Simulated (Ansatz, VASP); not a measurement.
## One calculation of TaSi3, two programs

INCAR

```
SYSTEM = TaSi3
PREC = Accurate ; ENCUT = 600
EDIFF = 1E-6 ; ISMEAR = 0
SIGMA = 0.1 ; LREAL = .FALSE.
LASPH = .TRUE. ; NELM = 100
ALGO = Normal ; ISIF = 3
LWAVE = .FALSE. ; LCHARG = .FALSE.
GGA = PE ; IBRION = 2
NSW = 100 ; EDIFFG = -0.01
```

File KPOINTS:

```
Automatic mesh
0
G
  12 12 12
  0 0 0
```

File POSCAR:

```
TaSi3
1.0
    3.9139849964      0.0000000000      0.0000000000
    0.0000000000      3.9139849964      0.0000000000
    0.0000000000      0.0000000000      3.9139849964
Ta Si
1 3
Direct
    0.0000000000      0.0000000000      0.0000000000
    0.0000000000      0.5000000000      0.5000000000
    0.5000000000      0.0000000000      0.5000000000
    0.5000000000      0.5000000000      0.0000000000
```

Input for Ansatz:

```yaml
crystal:
  lattice:
    - [3.9139849964, 0.0, 0.0]
    - [0.0, 3.9139849964, 0.0]
    - [0.0, 0.0, 3.9139849964]
  atoms:
    - { symbol: Ta, position: [0.0, 0.0, 0.0] }
    - { symbol: Si, position: [0.0, 0.5, 0.5] }
    - { symbol: Si, position: [0.5, 0.0, 0.5] }
    - { symbol: Si, position: [0.5, 0.5, 0.0] }
basis:
  ecutwfc: 420
kpoints:
  mp_grid: { grid: [12, 12, 12] }
hamiltonian:
  xc: pbe
scf:
  occupations: { method: gaussian, width: 0.1 }
output:
  forces: true
  stress: true
  eigenvalues: true
  write_density: true
  write_potential: true
  elf: true
  volumetric_format: npy
relax:
  adjacent_minimum: "off"
  f_tol: 0.01
  max_steps: 80
  cell: { stress_tol: 0.05 }
```

Alike in both runs: task relaxation of cell and atoms; functional PBE; k mesh 12 × 12 × 12; occupations gaussian, width 0.1 eV; no spin polarisation.

|  | VASP | Ansatz |
| --- | --- | --- |
| version | VASP 6.6.1 | Ansatz 0.2.0 |
| potentials or method | VASP PAW PBE potentials, release 64 (Ta_pv, Si), cutoff 600 eV | scalar-relativistic, plane waves, PAW |
| valence electrons in the cell | 23 | 25 |

Ansatz gave:

- gap on the k mesh at the Fermi level, each at its own relaxed structure (eV): none
- relaxed volume (Å³/atom): 14.73
- relaxed cell length with the largest relative difference (Å): 3.892

**Question.** Which values does VASP return?

**Answer.** gap on the k mesh at the Fermi level, each at its own relaxed structure (eV): none; relaxed volume (Å³/atom): 14.74; relaxed cell length with the largest relative difference (Å): 3.892.

A gap of «none» marks a metal or a gap that the smearing closes. VASP's potentials hold 23 valence electrons a cell and Ansatz's 25, so a difference there can come from the potentials and not from the codes.

Spin-orbit coupling is off throughout.
